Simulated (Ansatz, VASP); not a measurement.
**AlN in VASP and in Ansatz**

INCAR

```
SYSTEM = AlN
  ALGO = Normal
  EDIFF = 1E-6
  ENCUT = 520
  GGA = PS
  ISIF = 2
  ISMEAR = 0
  LASPH = .TRUE.
  LCHARG = .FALSE.
  LREAL = .FALSE.
  LWAVE = .FALSE.
  NBANDS = 16
  NELM = 80
  PREC = Accurate
  SIGMA = 0.05
```

File KPOINTS:

```
k-points
0
G
  12 12 6
  0 0 0
```

POSCAR

```
AlN
1.0
    3.3121160000      0.0165605800      0.0000000000
   -1.6417161200      2.8600957100      0.0000000000
    0.0000000000      0.0000000000      4.1875630000
Al N
2 2
Direct
    0.3333333333      0.6666666667      0.7500000000
    0.6666666667      0.3333333333      0.2500000000
    0.3333333333      0.6666666667      0.2500000000
    0.6666666667      0.3333333333      0.7500000000
```

Input for Ansatz:

```yaml
crystal:
  lattice:
    - [3.312116, 0.016560580000000002, 0.0]
    - [-1.6417161200000001, 2.86009571, 0.0]
    - [0.0, 0.0, 4.187563]
  atoms:
    - { symbol: Al, position: [0.3333333333333333, 0.6666666666666666, 0.75] }
    - { symbol: Al, position: [0.6666666666666666, 0.3333333333333333, 0.25] }
    - { symbol: "N", position: [0.3333333333333333, 0.6666666666666666, 0.25] }
    - { symbol: "N", position: [0.6666666666666666, 0.3333333333333333, 0.75] }
basis:
  ecutwfc: 520.0
kpoints:
  mp_grid:
    grid: [12, 12, 6]
hamiltonian:
  xc: pbesol
scf:
  occupations:
    method: gaussian
    width: 0.05
output:
  stress: true
```

Alike in both runs: task single point; functional PBEsol; k mesh 12 × 12 × 6; occupations gaussian, width 0.05 eV; no spin polarisation.

|  | VASP | Ansatz |
| --- | --- | --- |
| version | VASP 6.6.1 | Ansatz 0.2.0 |
| potentials or method | VASP PAW PBE potentials, release 64 (Al, N), cutoff 520 eV | plane waves, PAW |
| valence electrons in the cell | 16 | 16 |

|  | VASP | Ansatz | Ansatz less VASP |
| --- | --- | --- | --- |
| pressure (GPa) | -3.5 | -3.4 | +0.07 |
| traceless stress, the component that is largest in VASP (GPa) | -1.66 | -1.64 | +0.020 |

VASP's potentials were made for PBE, not for PBEsol.
